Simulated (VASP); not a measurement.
# H6C2O in VASP: further runs

The runs below take H6C2O through single point, relaxation of the atoms, with PBE+D3(BJ).

Everything below comes from runs of VASP 6.6.1. Logs are shortened: lines on timing, memory, paths and dates and some standing lists are left out, and cuts for length are marked.

### 1 The cell of the first run

The cell holds an amorphous packing of atoms, 36 atoms: a = 7.294 Å, b = 7.294 Å, c = 7.294 Å, α = 90.00°, β = 90.00°, γ = 90.00°.

### 2 Single point, PBE+D3(BJ)

INCAR reads:

```
SYSTEM = H6C2O
  PREC = Accurate
  ENCUT = 520
  EDIFF = 1E-6
  ISMEAR = -1
  SIGMA = 0.02
  LREAL = Auto
  LASPH = .TRUE.
  NELM = 80
  ALGO = Normal
  ISIF = 2
  LWAVE = .FALSE.
  LCHARG = .FALSE.
  GGA = PE
  IVDW = 12
  NBANDS = 64
```

KPOINTS reads:

```
regular mesh
0
G
  1 1 1
  0 0 0
```

POSCAR reads:

```
H6C2O
1.0
    7.2936330000      0.0000000000      0.0000000000
    0.0000000000      7.2936330000      0.0000000000
    0.0000000000      0.0000000000      7.2936330000
C O H
8 4 24
Direct
    0.4944860812      0.3621651926      0.7860554541
    0.2958196553      0.3524992278      0.7008852790
    0.1039948130      0.7127997803     -0.0324118310
    0.2357672781      0.7032572108      0.1201595967
    0.7061090132      0.7598956515      0.6185394851
    0.7169815098      0.9233944181      0.4790753799
    0.9634156257      0.3285605404      0.2429790476
    0.7717278892      0.2874836176      0.1652948537
    0.2702356974      0.1722461221      0.6290280852
    0.3592311267      0.8523187279      0.1083547801
    0.5332596252      0.9643753668      0.4173366003
    0.7854247671      0.1175134532      0.0613411725
    0.1621962608      0.1737131550      0.5494518301
    0.1989269271      0.3790840587      0.8125031791
    0.2881143046      0.4623758832      0.5928321318
    0.5026850131      0.4959531142      0.8345360947
    0.5169166038      0.2792161328      0.9062561826
    0.6089832049      0.3306171287      0.6960591519
    0.3967707177      0.8982629096      0.2354245134
    0.1605647007      0.7178315662      0.2465575112
    0.3092834531      0.5561014655      0.1233404532
    0.0038526753      0.6024021225     -0.0320279345
    0.0248572968      0.8477942337     -0.0380743040
    0.1822411410      0.7251118887     -0.1615655737
    0.4788697210      1.0365753254      0.5032471472
    0.7744425857      1.0514513138      0.5274874675
    0.7981207719      0.8814811494      0.3629055643
    0.8462175160      0.7166250345      0.6637158738
    0.6261214404      0.7955568919      0.7449511101
    0.6373915441      0.6524183490      0.5526738184
    0.6667184927      0.0448610452      0.1019930671
    0.6567646055      0.2680694244      0.2775160198
    0.7296638040      0.4004451554      0.0769849539
    0.9607146397      0.4566037255      0.3299590204
    0.9999954755      0.2265126309      0.3490441595
    1.0697686599      0.3423259712      0.1352275334
```

Potentials or basis: VASP PAW PBE potentials, release 64 (C, O, H).

Started as:

```
cat potpaw_PBE.64/C/POTCAR potpaw_PBE.64/O/POTCAR potpaw_PBE.64/H/POTCAR > POTCAR
mpirun -np 1 vasp_gam > vasp.out
```

OUTCAR:

```text
SYSTEM = H6C2O
   PREC = Accurate
   ENCUT = 520
   EDIFF = 1E-6
   ISMEAR = -1
   LREAL = Auto
   LASPH = .TRUE.
   NELM = 80
   ISIF = 2
   GGA = PE
   IVDW = 12
 IVDW          = 12

 ion  position               nearest neighbor table
   1  0.494  0.362  0.786-  16 1.04  17 1.08  18 1.09   2 1.58
   2  0.296  0.352  0.701-  14 1.10  15 1.13   9 1.43   1 1.58
   3  0.104  0.713  0.968-  22 1.09  24 1.11  23 1.14   4 1.47
   4  0.236  0.703  0.120-  20 1.08  21 1.20  10 1.41   3 1.47
   5  0.706  0.760  0.619-  30 1.05  28 1.12  29 1.12   6 1.57
   6  0.717  0.923  0.479-  27 1.08  26 1.08  11 1.44   5 1.57
   7  0.963  0.329  0.243-  35 1.11  36 1.11  34 1.13   8 1.54
   8  0.772  0.287  0.165-  33 1.09  32 1.18  12 1.46   7 1.54
   9  0.270  0.172  0.629-  13 0.98   2 1.43
  10  0.359  0.852  0.108-  19 1.02   4 1.41
  11  0.533  0.964  0.417-  25 0.91   6 1.44
  12  0.785  0.118  0.061-  31 1.06   8 1.46
  13  0.162  0.174  0.549-   9 0.98
  14  0.199  0.379  0.813-   2 1.10
  15  0.288  0.462  0.593-   2 1.13
  16  0.503  0.496  0.835-   1 1.04
  17  0.517  0.279  0.906-   1 1.08
  18  0.609  0.331  0.696-   1 1.09
[... 16 lines left out ...]
  35  1.000  0.227  0.349-   7 1.11
  36  0.070  0.342  0.135-   7 1.11

  LATTYP: Found a simple cubic cell.
 ALAT       =     7.2936330000

  Lattice vectors:

 A1 = (   7.2936330000,   0.0000000000,   0.0000000000)
 A2 = (   0.0000000000,   7.2936330000,   0.0000000000)
 A3 = (   0.0000000000,   0.0000000000,   7.2936330000)

Analysis of symmetry for initial positions (statically):
=====================================================================
 Subroutine PRICEL returns:
 Original cell was already a primitive cell.

 Routine SETGRP: Setting up the symmetry group for a
 simple cubic supercell.

 Subroutine GETGRP returns: Found  1 space group operations
 (whereof  1 operations were pure point group operations)
 out of a pool of 48 trial point group operations.

The static configuration has the point symmetry C_1 .

Analysis of symmetry for dynamics (positions and initial velocities):
=====================================================================
 Subroutine PRICEL returns:
 Original cell was already a primitive cell.

 Routine SETGRP: Setting up the symmetry group for a
 simple cubic supercell.

 Subroutine GETGRP returns: Found  1 space group operations
 (whereof  1 operations were pure point group operations)
 out of a pool of 48 trial point group operations.

The dynamic configuration has the point symmetry C_1 .

 Subroutine INISYM returns: Found  1 space group operations
 (whereof  1 operations are pure point group operations),
 and found     1 'primitive' translations

----------------------------------------------------------------------------------------

                                     Primitive cell

  volume of cell :     388.0000

  direct lattice vectors                    reciprocal lattice vectors
     7.293633000  0.000000000  0.000000000     0.137105884  0.000000000  0.000000000
     0.000000000  7.293633000  0.000000000     0.000000000  0.137105884  0.000000000
     0.000000000  0.000000000  7.293633000     0.000000000  0.000000000  0.137105884

  length of vectors
     7.293633000  7.293633000  7.293633000     0.137105884  0.137105884  0.137105884

  position of ions in fractional coordinates (direct lattice)
     0.494486081  0.362165193  0.786055454
     0.295819655  0.352499228  0.700885279
     0.103994813  0.712799780  0.967588169
     0.235767278  0.703257211  0.120159597
     0.706109013  0.759895652  0.618539485
     0.716981510  0.923394418  0.479075380
[... 28 lines left out ...]
     0.999995476  0.226512631  0.349044159
     0.069768660  0.342325971  0.135227533

  ion indices of the primitive-cell ions
   primitive index   ion index
                 1           1
                 2           2
                 3           3
                 4           4
                 5           5
                 6           6
[... 28 lines left out ...]
                35          35
                36          36

----------------------------------------------------------------------------------------

 KPOINTS: regular mesh

Automatic generation of k-mesh.
 Grid dimensions read from file:
 generate k-points for:    1    1    1

 Generating k-lattice:

  Cartesian coordinates                     Fractional coordinates (reciprocal lattice)
     0.137105884  0.000000000  0.000000000     1.000000000  0.000000000  0.000000000
     0.000000000  0.137105884  0.000000000     0.000000000  1.000000000  0.000000000
     0.000000000  0.000000000  0.137105884     0.000000000  0.000000000  1.000000000

  Length of vectors
     0.137105884  0.137105884  0.137105884

  Shift w.r.t. Gamma in fractional coordinates (k-lattice)
     0.000000000  0.000000000  0.000000000

 Subroutine IBZKPT returns following result:
 ===========================================

 Found      1 irreducible k-points:

 Following reciprocal coordinates:
            Coordinates               Weight
  0.000000  0.000000  0.000000      1.000000
   k-points           NKPTS =      1   k-points in BZ     NKDIM =      1   number of bands    NBANDS=     64
   number of dos      NEDOS =    301   number of ions     NIONS =     36
   total plane-waves  NPLWV = 157464
   dimension x,y,z NGX =    54 NGY =   54 NGZ =   54
   dimension x,y,z NGXF=   108 NGYF=  108 NGZF=  108
   ions per type =               8   4  24
   NGX,Y,Z   is equivalent  to a cutoff of  12.31, 12.31, 12.31 a.u.
   NGXF,Y,Z  is equivalent  to a cutoff of  24.62, 24.62, 24.62 a.u.
 SYSTEM =  H6C2O
   PREC   = accura    normal or accurate (medium, high low for compatibility)
   ISTART =      0    job   : 0-new  1-cont  2-samecut
   ICHARG =      2    charge: 1-file 2-atom 10-const
   ISPIN  =      1    spin polarized calculation?
   LNONCOLLINEAR =      F non collinear calculations
   LSORBIT =      F    spin-orbit coupling
   LASPH  =      T    aspherical Exc in radial PAW
   ENCUT  =  520.0 eV  38.22 Ry    6.18 a.u.  13.56 13.56 13.56*2*pi/ulx,y,z
   NELM   =     80;   NELMIN=  2; NELMDL= -5     # of ELM steps
   EDIFF  = 0.1E-05   stopping-criterion for ELM
   LREAL  =      T    real-space projection
   EDIFFG = 0.1E-04   stopping-criterion for IOM
   NSW    =      0    number of steps for IOM
   IBRION =     -1    ionic relax: 0-MD 1-quasi-New 2-CG
   NFREE  =      0    steps in history (QN), initial steepest desc. (CG)
   ISIF   =      2    stress and relaxation
   ISYM   =      2    0-nonsym 1-usesym 2-fastsym
   POTIM  = 0.5000    time-step for ionic-motion
   TEBEG  =    0.0;   TEEND  =   0.0 temperature during run
   PSTRESS=    0.0 pullay stress
   NELECT =      80.0000    total number of electrons
   NUPDOWN=      -1.0000    fix difference up-down
   EMIN   =  10.00;   EMAX   =-10.00  energy-range for DOS
   EFERMI =   0.00;   METHOD = LEGACY
   ISMEAR =    -1;   SIGMA  =   0.02  broadening in eV -4-tet -1-fermi 0-gaus
   EFERMI_NEDOS =   21; number of points for ismear=-14 and -15
   IALGO  =     38    algorithm
   IMIX   =      4    mixing-type and parameters
     AMIX     =   0.40;   BMIX     =  1.00
     AMIX_MAG =   1.60;   BMIX_MAG =  1.00
  volume/ion in A,a.u.               =      10.78        72.73
  Fermi-wavevector in a.u.,A,eV,Ry     =   0.967151  1.827650 12.726630  0.935381
  Thomas-Fermi vector in A             =   2.097013
   LORBIT       =      0    0 simple, 1 ext, 2 COOP (PROOUT), +10 PAW based schemes
   GGA     = PE    functional components
   LHFCALC =     F    Hartree Fock is set to
   AEXX    =    0.0000 exact exchange contribution
   IVDW    =    12    specifies the selected vdW correction
   LEPSILON=     F    determine dielectric tensor
   LRPA    =     F    only Hartree local field effects (RPA)
 non-spin polarized calculation
  energy-cutoff  :      520.00
  volume of cell :      388.00
 maximum number of plane-waves:      5198
 NGX is ok and might be reduce to    54
   NGX = 27   NGY = 27   NGZ = 27

 number of electron      79.9999997 magnetization

 Free energy of the ion-electron system (eV)
  ---------------------------------------------------
  ext. energy  EPLUGINS =         0.00000000
  ---------------------------------------------------
  free energy    TOTEN  =      -186.94666668 eV

  energy without entropy =     -186.94666668  energy(sigma->0) =     -186.94666668

 E-fermi :  -2.1522     XC(G=0):  -6.4939

 val. band max:       -2.7149586293   @ k =   0.0000   0.0000   0.0000
 cond. band min:       1.8400690557   @ k =   0.0000   0.0000   0.0000
 fundamental gap:      4.5550276851
 Fermi energy:        -2.1521530151

 k-point     1 :       0.0000    0.0000    0.0000
  band No.  band energies     occupation
      1     -23.0615      2.00000
      2     -22.6781      2.00000
      3     -21.7747      2.00000
      4     -21.6832      2.00000
      5     -15.5163      2.00000
      6     -15.3508      2.00000
[... 44 lines left out ...]
     51       5.1238      0.00000
     52       5.3375      0.00000
 [bands above 52 left out]

------------------------ aborting loop because EDIFF is reached ----------------------------------------

 Edisp (eV)   -1.30376

 E8    (eV) :    -0.2855

  FORCE on cell =-STRESS in cart. coord.  units (eV):
  Direction    XX          YY          ZZ          XY          YZ          ZX
  --------------------------------------------------------------------------------------
  -------------------------------------------------------------------------------------
  Total      -6.81490    -0.45394     1.07126     0.43695     4.39656     1.50056
  in kB     -28.14091    -1.87445     4.42357     1.80432    18.15480     6.19628
  external pressure =       -8.53 kB  Pullay stress =        0.00 kB

 VOLUME and BASIS-vectors are now :
 -----------------------------------------------------------------------------
  energy-cutoff  :      520.00
  volume of cell :      388.00
      direct lattice vectors                 reciprocal lattice vectors
     7.293633000  0.000000000  0.000000000     0.137105884  0.000000000  0.000000000
     0.000000000  7.293633000  0.000000000     0.000000000  0.137105884  0.000000000
     0.000000000  0.000000000  7.293633000     0.000000000  0.000000000  0.137105884

 POSITION                                       TOTAL-FORCE (eV/Angst)
 -----------------------------------------------------------------------------------
      3.60660      2.64150      5.73320        -1.560041     -1.122101     -0.668174
      2.15760      2.57100      5.11200         2.096866      0.028056      0.255965
      0.75850      5.19890      7.05723        -0.823694      1.835572     -1.610396
      1.71960      5.12930      0.87640         1.125599     -1.238042      0.783723
      5.15010      5.54240      4.51140         1.281904      2.345179      1.042332
      5.22940      6.73490      3.49420        -0.896486     -1.246259      0.976894
[... 28 lines left out ...]
      7.29360      1.65210      2.54580         0.144756     -0.330135     -0.577440
      0.50887      2.49680      0.98630        -0.320688     -0.248125      0.368727
 -----------------------------------------------------------------------------------
    total drift:                               -0.010986      0.001783     -0.009502

  FREE ENERGIE OF THE ION-ELECTRON SYSTEM (eV)
  ---------------------------------------------------
  free  energy   TOTEN  =      -188.2504287705 eV

  energy  without entropy=     -188.2504287705  energy(sigma->0) =     -188.25042877
```

Wall time 87 s (1 thread of AMD EPYC 7R13, shared host); peak memory 0.32 GiB.

What came out:

- Free energy: -188.2504 eV
- Pressure: -0.9 GPa
- Largest force: 4.355 eV/Å
- Band gap on the k mesh: 4.56 eV
- Dispersion energy per atom: -0.036 eV

Forces in eV/Å, atoms in the order of the input:
```
C   -1.560 -1.122 -0.668
C    2.097  0.028  0.256
C   -0.824  1.836 -1.610
C    1.126 -1.238  0.784
C    1.282  2.345  1.042
C   -0.896 -1.246  0.977
C   -0.613  0.724  1.264
C   -0.214 -0.795  1.313
O   -0.287 -0.159 -0.575
O    0.856  0.692  0.845
O    1.903 -2.125 -3.090
O   -2.851 -1.090  1.125
H    0.158 -0.082  0.149
H   -0.264  0.136 -0.053
H   -0.216 -0.549  0.385
H    0.546  2.200  0.559
H   -0.447 -0.755  0.339
H    0.006  0.096 -0.600
H   -0.166 -0.836 -1.244
H   -0.375 -0.293  0.952
H   -0.683  1.844 -0.026
H   -0.032 -0.319 -0.210
H    0.472 -0.933  0.591
H   -0.141 -0.592 -0.143
H   -2.152  2.442  2.893
H    0.407  0.237  0.657
H    0.170 -0.177 -0.693
H   -0.563  0.099 -0.239
H    0.368  0.046 -0.555
H   -0.698 -1.442 -0.849
H    2.408  1.202 -1.113
H    1.580  0.460 -1.138
H   -0.181  0.243 -0.300
H   -0.036 -0.298 -0.815
H    0.145 -0.330 -0.577
H   -0.321 -0.248  0.369
```

Stress tensor (GPa, compression positive):
```
-2.81  0.18  0.62
 0.18 -0.19  1.82
 0.62  1.82  0.44
```

Levels at points of the mesh, in eV from the valence-band top:
```
           k point  band 38  band 39  band 40  band 41  band 42  band 43
(0.00, 0.00, 0.00)    -0.79    -0.35     0.00     4.56     5.88     6.22
```

Caveat: the k points lie up to 0.86 Å⁻¹ apart.

### 3 Single point, PBE+D3(BJ)

INCAR reads:

```
SYSTEM = H6C2O
PREC = Accurate ; ENCUT = 520
EDIFF = 1E-6 ; ISMEAR = -1
SIGMA = 0.02 ; LREAL = Auto
LASPH = .True. ; NELM = 60
ALGO = Normal ; ISIF = 2
LWAVE = .False. ; LCHARG = .False.
GGA = PE ; IVDW = 12
NBANDS = 64
```

KPOINTS reads:

```
Automatic mesh
0
Gamma
  1 1 1
  0 0 0
```

POSCAR reads:

```
H6C2O
1.0
    7.2936330000      0.0000000000      0.0000000000
    0.0000000000      7.2936330000      0.0000000000
    0.0000000000      0.0000000000      7.2936330000
C O H
8 4 24
Direct
    0.4975024107      0.3475497053      0.7556316585
    0.2948736247      0.3182775991      0.7212592133
    0.0684158361      0.7417702536     -0.0167817602
    0.2142964967      0.7001997496      0.1276867098
    0.6971285778      0.7216156886      0.5927498683
    0.7088511308      0.8947804201      0.4806109658
    0.9555594585      0.2998779895      0.2952986529
    0.7653798868      0.2883473846      0.1904812046
    0.2732931586      0.1388197075      0.6219671322
    0.3584359125      0.8297922311      0.1276592886
    0.5427884841      0.9745623340      0.4130177649
    0.7728795787      0.1235598227      0.0706780832
    0.1485953571      0.1169924508      0.5855380988
    0.2172305626      0.3341544605      0.8482329725
    0.2428282311      0.4291825487      0.6228171886
    0.5079635896      0.4738242245      0.8432286077
    0.5690579715      0.2352736969      0.8314237911
    0.5794780187      0.3746692492      0.6341695558
    0.4180769721      0.8380322947      0.2572243490
    0.1331161028      0.6880658788      0.2560726595
    0.2720317844      0.5571160490      0.1172529520
   -0.0508662830      0.6445621818     -0.0157260449
    0.0236233438      0.8819061776      0.0050729177
    0.1045432365      0.7296500934     -0.1676667855
    0.4681617515      1.0320919629      0.5116243167
    0.7859457694      0.9954435602      0.5682627574
    0.7927462213      0.8645622833      0.3621651926
    0.8288462005      0.6583961655      0.5986591319
    0.6569154220      0.7723448657      0.7360803594
    0.5959033036      0.6219397110      0.5514398654
    0.6661015162      0.0457522335      0.0652761114
    0.6502383654      0.3021813683      0.3025241330
    0.7560429761      0.3912453506      0.0952063258
    0.9576571785      0.4016653978      0.4082190590
    0.9626341221      0.1744261056      0.3739014562
    1.0628722339      0.3097221919      0.1969663129
```

Potentials or basis: VASP PAW PBE potentials, release 64 (C, O, H).

Started as:

```
cat potpaw_PBE.64/C/POTCAR potpaw_PBE.64/O/POTCAR potpaw_PBE.64/H/POTCAR > POTCAR
mpirun -np 1 vasp_gam > vasp.out
```

It took 92 s on 1 thread of AMD EPYC 7R13, shared host; peak memory 0.32 GiB.

The run converged. Its results:

```
Free energy                : -188.1611 eV
Pressure                   : -1.6 GPa
Largest force              : 3.370 eV/Å
Band gap on the k mesh     : 4.42 eV
Dispersion energy per atom : -0.036 eV
```

Forces on the atoms (eV/Å):
```
C    0.217  0.302  1.167
C    0.068  0.035 -2.256
C   -0.096 -0.757 -1.471
C   -0.306 -1.471 -0.174
C   -1.473  1.545  2.014
C    0.603  0.507  0.218
C   -2.391 -0.246  0.432
C    0.345 -2.104  2.609
O    0.874  1.014  1.272
O    0.511  0.177  1.624
O   -0.024 -0.333  0.368
O    0.648  0.735  0.708
H   -0.584  0.138 -0.068
H   -0.292 -0.643  0.181
H    0.353 -0.719  0.752
H    0.077 -0.558 -0.329
H   -0.563  0.268 -0.162
H   -0.121 -0.128 -0.393
H   -0.760  0.269 -1.710
H    0.334  0.572  0.331
H   -0.156  0.395 -0.360
H    0.430  0.483  0.671
H   -0.452  0.336  0.014
H    0.601  0.227  0.939
H   -0.003 -0.208 -0.197
H   -0.293 -0.154 -0.496
H    0.221  0.227 -0.709
H    0.960 -0.461  0.176
H    0.304 -0.961 -0.858
H   -0.338 -0.114 -0.500
H   -0.692  0.144  0.621
H    1.019 -0.724 -1.700
H   -0.382  2.457 -1.492
H   -0.005  0.396 -0.774
H    0.349 -0.809 -0.081
H    1.015  0.162 -0.368
```

Stress tensor (GPa, compression positive):
```
-1.22  0.22 -1.04
 0.22 -0.79 -2.99
-1.04 -2.99 -2.73
```

Levels at points of the mesh, in eV from the valence-band top:
```csv
k point,band 36,band 37,band 38,band 39,band 40,band 41,band 42,band 43,band 44,band 45
"(0.00, 0.00, 0.00)",-1.52,-1.09,-0.83,-0.51,0.00,4.42,5.70,5.85,6.32,6.35
```

Caveat: the k points lie up to 0.86 Å⁻¹ apart.

(Continued in part 2 of 2.)
